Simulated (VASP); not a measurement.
# SnSe in VASP: notebook, part 2 of 3

VASP 6.6.1. The steps go on from the part before.

## Step 3: Density of states, LDA

This run uses another cell than the first one, of 27.27 Å³/atom, 0.962 times its volume.

POSCAR reads:

```
SnSe
1.0
    0.0000000000      3.0100000000      3.0100000000
    3.0100000000      0.0000000000      3.0100000000
    3.0100000000      3.0100000000      0.0000000000
Sn Se
1 1
Direct
    0.0000000000      0.0000000000      0.0000000000
    0.5000000000      0.5000000000      0.5000000000
```

INCAR.step1 reads:

```
PREC = Accurate ; ENCUT = 520
EDIFF = 1E-6 ; ISMEAR = -1
SIGMA = 0.02 ; LREAL = False
LASPH = True ; NELM = 80
ALGO = Normal ; ISIF = 2
LWAVE = False ; LCHARG = True
GGA = CA ; NBANDS = 17
```

KPOINTS.step1 reads:

```
regular mesh
0
Gamma
  9 9 9
```

INCAR.step2 reads:

```
PREC = Accurate ; ENCUT = 520
EDIFF = 1E-6 ; ISMEAR = -5
SIGMA = 0.02 ; LREAL = False
LASPH = True ; NELM = 80
ALGO = Normal ; ISIF = 2
LWAVE = False ; LCHARG = False
GGA = CA ; LORBIT = 10
NBANDS = 17 ; NEDOS = 1001
ICHARG = 11
```

KPOINTS.step2 reads:

```
regular mesh
0
Gamma
  14 14 14
```

Potentials or basis: VASP PAW LDA potentials, release 64 (Sn_d, Se).

Run with:

```
$ cat potpaw_LDA.64/Sn_d/POTCAR potpaw_LDA.64/Se/POTCAR > POTCAR
$ cp INCAR.step1 INCAR
$ cp KPOINTS.step1 KPOINTS
$ mpirun -np 1 vasp_std > vasp.out
$ cp INCAR.step2 INCAR
$ cp KPOINTS.step2 KPOINTS
$ mpirun -np 1 vasp_std > vasp.out
```

OUTCAR:

```text
PREC = Accurate
   ENCUT = 520
   EDIFF = 1E-6
   ISMEAR = -5
   LREAL = False
   LASPH = True
   NELM = 80
   ISIF = 2
   GGA = CA
   LORBIT = 10
   ICHARG = 11

 ion  position               nearest neighbor table
   1  0.000  0.000  0.000-   2 3.01   2 3.01   2 3.01   2 3.01   2 3.01   2 3.01
   2  0.500  0.500  0.500-   1 3.01   1 3.01   1 3.01   1 3.01   1 3.01   1 3.01

  LATTYP: Found a face centered cubic cell.
 ALAT       =     6.0200000000

  Lattice vectors:

 A1 = (   0.0000000000,   3.0100000000,   3.0100000000)
 A2 = (   3.0100000000,   0.0000000000,   3.0100000000)
 A3 = (   3.0100000000,   3.0100000000,   0.0000000000)

Analysis of symmetry for initial positions (statically):
=====================================================================
 Subroutine PRICEL returns:
 Original cell was already a primitive cell.

 Routine SETGRP: Setting up the symmetry group for a
 face centered cubic supercell.

 Subroutine GETGRP returns: Found 48 space group operations
 (whereof 48 operations were pure point group operations)
 out of a pool of 48 trial point group operations.

The static configuration has the point symmetry O_h .

Analysis of symmetry for dynamics (positions and initial velocities):
=====================================================================
 Subroutine PRICEL returns:
 Original cell was already a primitive cell.

 Routine SETGRP: Setting up the symmetry group for a
 face centered cubic supercell.

 Subroutine GETGRP returns: Found 48 space group operations
 (whereof 48 operations were pure point group operations)
 out of a pool of 48 trial point group operations.

The dynamic configuration has the point symmetry O_h .

 Subroutine INISYM returns: Found 48 space group operations
 (whereof 48 operations are pure point group operations),
 and found     1 'primitive' translations

----------------------------------------------------------------------------------------

                                     Primitive cell

  volume of cell :      54.5418

  direct lattice vectors                    reciprocal lattice vectors
     0.000000000  3.010000000  3.010000000    -0.166112957  0.166112957  0.166112957
     3.010000000  0.000000000  3.010000000     0.166112957 -0.166112957  0.166112957
     3.010000000  3.010000000  0.000000000     0.166112957  0.166112957 -0.166112957

  length of vectors
     4.256782823  4.256782823  4.256782823     0.287716081  0.287716081  0.287716081

  position of ions in fractional coordinates (direct lattice)
     0.000000000  0.000000000  0.000000000
     0.500000000  0.500000000  0.500000000

  ion indices of the primitive-cell ions
   primitive index   ion index
                 1           1
                 2           2

----------------------------------------------------------------------------------------

 KPOINTS: regular mesh

Automatic generation of k-mesh.
 Grid dimensions read from file:
 generate k-points for:   14   14   14

 Generating k-lattice:

  Cartesian coordinates                     Fractional coordinates (reciprocal lattice)
    -0.011865211  0.011865211  0.011865211     0.071428571  0.000000000  0.000000000
     0.011865211 -0.011865211  0.011865211     0.000000000  0.071428571  0.000000000
     0.011865211  0.011865211 -0.011865211     0.000000000  0.000000000  0.071428571

  Length of vectors
     0.020551149  0.020551149  0.020551149

  Shift w.r.t. Gamma in fractional coordinates (k-lattice)
     0.000000000  0.000000000  0.000000000

 TETIRR: Found    389 inequivalent tetrahedra from    16464

 Subroutine IBZKPT returns following result:
 ===========================================

 Found    104 irreducible k-points:

 Following reciprocal coordinates:
            Coordinates               Weight
  0.000000  0.000000  0.000000      1.000000
  0.071429  0.000000  0.000000      8.000000
  0.142857  0.000000  0.000000      8.000000
  0.214286  0.000000  0.000000      8.000000
  0.285714  0.000000  0.000000      8.000000
  0.357143  0.000000  0.000000      8.000000
[... 16 lines left out ...]
  0.214286  0.142857  0.000000     24.000000
  0.285714  0.142857  0.000000     24.000000
 [... further k-points ...]
   k-points           NKPTS =    104   k-points in BZ     NKDIM =    104   number of bands    NBANDS=     17
   number of dos      NEDOS =   1001   number of ions     NIONS =      2
   total plane-waves  NPLWV =  32768
   dimension x,y,z NGX =    32 NGY =   32 NGZ =   32
   dimension x,y,z NGXF=    64 NGYF=   64 NGZF=   64
   ions per type =               1   1
   NGX,Y,Z   is equivalent  to a cutoff of  12.50, 12.50, 12.50 a.u.
   NGXF,Y,Z  is equivalent  to a cutoff of  24.99, 24.99, 24.99 a.u.
 SYSTEM =  unknown system
   PREC   = accura    normal or accurate (medium, high low for compatibility)
   ISTART =      0    job   : 0-new  1-cont  2-samecut
   ICHARG =     11    charge: 1-file 2-atom 10-const
   ISPIN  =      1    spin polarized calculation?
   LNONCOLLINEAR =      F non collinear calculations
   LSORBIT =      F    spin-orbit coupling
   LASPH  =      T    aspherical Exc in radial PAW
   ENCUT  =  520.0 eV  38.22 Ry    6.18 a.u.   7.91  7.91  7.91*2*pi/ulx,y,z
   NELM   =     80;   NELMIN=  2; NELMDL=  0     # of ELM steps
   EDIFF  = 0.1E-05   stopping-criterion for ELM
   LREAL  =      F    real-space projection
   EDIFFG = 0.1E-04   stopping-criterion for IOM
   NSW    =      0    number of steps for IOM
   IBRION =     -1    ionic relax: 0-MD 1-quasi-New 2-CG
   NFREE  =      0    steps in history (QN), initial steepest desc. (CG)
   ISIF   =      2    stress and relaxation
   ISYM   =      2    0-nonsym 1-usesym 2-fastsym
   POTIM  = 0.5000    time-step for ionic-motion
   TEBEG  =    0.0;   TEEND  =   0.0 temperature during run
   PSTRESS=    0.0 pullay stress
   NELECT =      20.0000    total number of electrons
   NUPDOWN=      -1.0000    fix difference up-down
   EMIN   =  10.00;   EMAX   =-10.00  energy-range for DOS
   EFERMI =   0.00;   METHOD = LEGACY
   ISMEAR =    -5;   SIGMA  =   0.02  broadening in eV -4-tet -1-fermi 0-gaus
   EFERMI_NEDOS =   21; number of points for ismear=-14 and -15
   IALGO  =     38    algorithm
   IMIX   =      4    mixing-type and parameters
     AMIX     =   0.40;   BMIX     =  1.00
     AMIX_MAG =   1.60;   BMIX_MAG =  1.00
  volume/ion in A,a.u.               =      27.27       184.03
  Fermi-wavevector in a.u.,A,eV,Ry     =   1.171768  2.214321 18.681350  1.373040
  Thomas-Fermi vector in A             =   2.308207
   LORBIT       =     10    0 simple, 1 ext, 2 COOP (PROOUT), +10 PAW based schemes
   GGA     = CA    functional components
   LHFCALC =     F    Hartree Fock is set to
   AEXX    =    0.0000 exact exchange contribution
   IVDW    =     0    specifies the selected vdW correction
   LEPSILON=     F    determine dielectric tensor
   LRPA    =     F    only Hartree local field effects (RPA)
 non-spin polarized calculation
 Fermi weights with tetrahedron method with Bloechl corrections
  energy-cutoff  :      520.00
  volume of cell :       54.54
 maximum number of plane-waves:      1483

 number of electron      20.0000006 magnetization

 Free energy of the ion-electron system (eV)
  ---------------------------------------------------
  ext. energy  EPLUGINS =         0.00000000
  ---------------------------------------------------
  free energy    TOTEN  =        -9.46545456 eV

  energy without entropy =       -9.46545456  energy(sigma->0) =       -9.46545456

 E-fermi :   5.4437     XC(G=0):  -9.8812

 val. band max:        5.4110960394   @ k =  -0.4286   0.0714   0.0000
 cond. band min:       5.6513884556   @ k =  -0.4286   0.0714   0.0000
 fundamental gap:      0.2402924162
 Fermi energy:         5.4437011081

 k-point     1 :       0.0000    0.0000    0.0000
  band No.  band energies     occupation
      1     -16.0718      2.00000
      2     -16.0718      2.00000
      3     -16.0663      2.00000
      4     -16.0663      2.00000
      5     -16.0663      2.00000
      6      -8.4407      2.00000
[... 457 lines left out ...]
      4     -16.0595      2.00000
      5     -16.0581      2.00000
      6      -7.9573      2.00000
[... 9 lines left out ...]
     16      13.7685      0.00000
     17      15.4636      0.00000

 [... further k-points ...]

------------------------ aborting loop because EDIFF is reached ----------------------------------------

  FORCE on cell =-STRESS in cart. coord.  units (eV):
  Direction    XX          YY          ZZ          XY          YZ          ZX
  --------------------------------------------------------------------------------------
  -------------------------------------------------------------------------------------
  Total       -1.0441394     -1.0441394     -1.0441394     -0.0000000     -0.0000000      0.0000000
  in kB      -30.6718239    -30.6718239    -30.6718239     -0.0000000     -0.0000000      0.0000000
  external PRESSURE =     -30.6718239 kB  Pullay stress =       0.0000000 kB

 VOLUME and BASIS-vectors are now :
 -----------------------------------------------------------------------------
  energy-cutoff  :      520.00
  volume of cell :       54.54
      direct lattice vectors                 reciprocal lattice vectors
     0.000000000  3.010000000  3.010000000    -0.166112957  0.166112957  0.166112957
     3.010000000  0.000000000  3.010000000     0.166112957 -0.166112957  0.166112957
     3.010000000  3.010000000  0.000000000     0.166112957  0.166112957 -0.166112957

 POSITION                                       TOTAL-FORCE (eV/Angst)
 -----------------------------------------------------------------------------------
      0.00000      0.00000      0.00000         0.000000     -0.000000      0.000000
      3.01000      3.01000      3.01000        -0.000000      0.000000     -0.000000
 -----------------------------------------------------------------------------------
    total drift:                                0.000000     -0.000000     -0.000000

  FREE ENERGIE OF THE ION-ELECTRON SYSTEM (eV)
  ---------------------------------------------------
  free  energy   TOTEN  =        -9.4654545591 eV

  energy  without entropy=       -9.4654545591  energy(sigma->0) =       -9.46545456

 total charge

# of ion       s       p       d       tot
------------------------------------------
    1        1.398   0.680   9.986  12.064
    2        1.482   2.287   0.025   3.793
--------------------------------------------------
tot          2.880   2.967  10.011  15.858
```

Run time: 38 s. Hardware: 1 thread of Intel Xeon Platinum 8559C (Emerald Rapids), shared host; peak memory 0.22 GiB.

What came out:

- Valence electrons inside the program's atomic spheres: Sn 12.06; Se 3.79

Levels at points of the mesh, in eV from the Fermi level:
| k point | band 7 | band 8 | band 9 | band 10 | band 11 | band 12 | band 13 | band 14 |
| --- | --- | --- | --- | --- | --- | --- | --- | --- |
| (0.00, 0.00, 0.00) | -5.20 | -2.18 | -2.18 | -2.18 | 4.20 | 4.20 | 4.20 | 5.85 |
| (0.50, 0.00, 0.00) | -8.12 | -1.92 | -1.92 | -0.12 | 0.52 | 1.17 | 1.17 | 8.14 |
| (0.50, 0.50, 0.00) | -6.13 | -5.49 | -3.64 | -3.64 | 2.97 | 5.24 | 5.24 | 5.86 |

Caveat: this odd mesh misses L, where the gap lies, so gap, dielectric constants and Born charges aren't listed; spin-orbit coupling is left out, which moves the levels of the heavy elements.

## Step 4: Electric field gradients, LDA (equal xy, yz and zx shear strains of +3 %)

INCAR reads:

```
SYSTEM = SnSe
PREC     = Accurate       ! precision mode
ENCUT    = 400            ! plane-wave cutoff, eV
EDIFF    = 1E-8           ! SCF threshold, eV
ISMEAR   = -1             ! smearing method
SIGMA    = 0.02           ! smearing width, eV
LREAL    = .FALSE.        ! projectors in reciprocal space
LASPH    = .TRUE.         ! aspherical terms in the spheres
NELM     = 120            ! most SCF steps
ALGO     = Normal         ! electronic algorithm
ISIF     = 2              ! what is computed and relaxed
LWAVE    = .FALSE.        ! write WAVECAR
LCHARG   = .FALSE.        ! write CHGCAR
LEFG     = .TRUE.       
NBANDS   = 17             ! bands
GGA_COMPAT= .FALSE.
```

KPOINTS reads:

```
Automatic mesh
0
G
  9 9 9
  0 0 0
```

POSCAR reads:

```
SnSe
1.0
    0.0903000000      3.0551500000      3.0551500000
    3.0551500000      0.0903000000      3.0551500000
    3.0551500000      3.0551500000      0.0903000000
Sn Se
1 1
Direct
    0.0000000000      0.0000000000      0.0000000000
    0.5000000000      0.5000000000      0.5000000000
```

Potentials or basis: VASP PAW LDA potentials, release 64 (Sn_d, Se).

Run with:

```
$ cat potpaw_LDA.64/Sn_d/POTCAR potpaw_LDA.64/Se/POTCAR > POTCAR
$ mpirun -np 1 vasp_std > vasp.out
```

OUTCAR:

```text
SYSTEM = SnSe
   PREC = Accurate
   ENCUT = 400
   EDIFF = 1E-8
   ISMEAR = -1
   LREAL = .FALSE.
   LASPH = .TRUE.
   NELM = 120
   ISIF = 2

 ion  position               nearest neighbor table
   1  0.000  0.000  0.000-   2 3.01   2 3.01   2 3.01   2 3.01   2 3.01   2 3.01
   2  0.500  0.500  0.500-   1 3.01   1 3.01   1 3.01   1 3.01   1 3.01   1 3.01

  LATTYP: Found a trigonal (rhomboedric) cell.
 ALAT       =     4.3215780839
 COS(alpha) =     0.5293254421

  Lattice vectors:

 A1 = (   0.0903000000,   3.0551500000,   3.0551500000)
 A2 = (   3.0551500000,   0.0903000000,   3.0551500000)
[... 692 lines left out ...]
  free  energy   TOTEN  =        -9.4604480481 eV

  energy  without entropy=       -9.4604368827  energy(sigma->0) =       -9.46044247

 Electric field gradients (V/A^2)
---------------------------------------------------------------------
 ion       V_xx      V_yy      V_zz      V_xy      V_xz      V_yz
---------------------------------------------------------------------
   1       0.000     0.000    -0.000    -0.338    -0.338    -0.338
   2      -0.000    -0.000     0.000     9.984     9.984     9.984
---------------------------------------------------------------------

 Electric field gradients after diagonalization (V/A^2)
 (convention: |V_zz| > |V_xx| > |V_yy|)
----------------------------------------------------------------------
 ion       V_xx      V_yy      V_zz     asymmetry (V_yy - V_xx)/ V_zz
----------------------------------------------------------------------
   1       0.338     0.338    -0.675       0.000
   2      -9.984    -9.984    19.967       0.000
----------------------------------------------------------------------

           NMR quadrupolar parameters

 Cq : quadrupolar parameter    Cq=e*Q*V_zz/h
 eta: asymmetry parameters     (V_yy - V_xx)/ V_zz
 Q  : nuclear electric quadrupole moment in mb (millibarn)
----------------------------------------------------------------------
 ion       Cq(MHz)       eta       Q (mb)
----------------------------------------------------------------------
   1      -0.002       0.000       1.000
   2       0.048       0.000       1.000
----------------------------------------------------------------------
```

Run time: 63 s. Hardware: 1 thread of AMD EPYC 7R13 (Zen 3), shared host; peak memory 0.14 GiB.

Results:

| Quantity | Value |
| --- | --- |
| Free energy | -9.4604 eV |
| Pressure | -3.2 GPa |
| Band gap on the k mesh | 0.26 eV, indirect (least direct gap 0.51 eV) |

Stress tensor (GPa, compression positive):
```
-3.21 -0.63 -0.63
-0.63 -3.21 -0.63
-0.63 -0.63 -3.21
```

Levels at points of the mesh, in eV from the valence-band top:
```csv
k point,band 8,band 9,band 10,band 11,band 12,band 13
"(0.00, 0.00, 0.00)",-2.47,-2.08,-2.08,4.15,4.15,4.23
```

Electric field gradients, principal values (V/Å²):
```tsv
atom	least	middle	greatest (by size)
1 Sn	0.338	0.338	-0.675
2 Se	-9.984	-9.984	19.967
```

Caveat: the cell differs from its parent crystal (equal xy, yz and zx shear strains of +3 %); without QUAD_EFG the Cq values of the log hold for a quadrupole moment of 1 mb, not for the nuclei; spin-orbit coupling is left out, which moves the levels of the heavy elements.

(Continued in part 3 of 3.)
